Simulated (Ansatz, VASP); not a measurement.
**K: VASP beside Ansatz**

```xyz
1
Lattice="-2.6693 2.6693 2.6693 2.6693 -2.6693 2.6693 2.6693 2.6693 -2.6693" Properties=species:S:1:pos:R:3 pbc="T T T"
K     0.0000    0.0000    0.0000
```

Change from the starting cell: volume scaled by 1.06, crystal datasets.

Alike in both runs: task electric field gradients; functional PBEsol; k mesh 10 × 10 × 10; occupations fermi-dirac, width 0.08 eV; no spin polarisation.

```csv
,VASP,Ansatz
version,VASP 6.6.1,Ansatz 0.2.0
potentials or method,"VASP PAW PBE potentials, release 64 (K_sv), cutoff 520 eV","all-electron PAW with datasets made for the crystal, scalar-relativistic"
```

|  | VASP | Ansatz | Ansatz less VASP |
| --- | --- | --- | --- |
| pressure (GPa) | -0.2 | -0.2 | +0.01 |

VASP's potentials were made for PBE, not for PBEsol. Ansatz ran all-electron here, and VASP with PAW potentials.
